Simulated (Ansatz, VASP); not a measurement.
As: VASP beside Ansatz

```
CELL_PARAMETERS angstrom
-2.67205 2.67205 1.42126
2.67205 -2.67205 1.42126
2.67205 2.67205 -1.42126
ATOMIC_POSITIONS crystal
As 0.62500 0.87500 0.75000
As 0.37500 0.12500 0.25000
```

Change from the starting cell: volume scaled by 1, PAW files.

Alike in both runs: task single point; functional PBE; k mesh 17 × 17 × 17; occupations fermi-dirac, width 0.1 eV; no spin polarisation.

|  | VASP | Ansatz |
| --- | --- | --- |
| version | VASP 6.6.1 | Ansatz 0.2.0 |
| potentials or method | VASP PAW PBE potentials, release 64 (As) | PAW with Ansatz's default frozen-core files, scalar-relativistic |
| plane-wave cutoff (eV) | 520 | 420 |
| valence electrons in the cell | 10 | 30 |

VASP gave:

- pressure (GPa): 0.1

Q: What did Ansatz give for the same quantities?

A: Pressure (GPa): 0.0.

The functional is the same, so the differences come from potentials, cutoffs and numerics. VASP's potentials hold 10 valence electrons a cell and Ansatz's 30, so a difference there can come from the potentials and not from the codes.
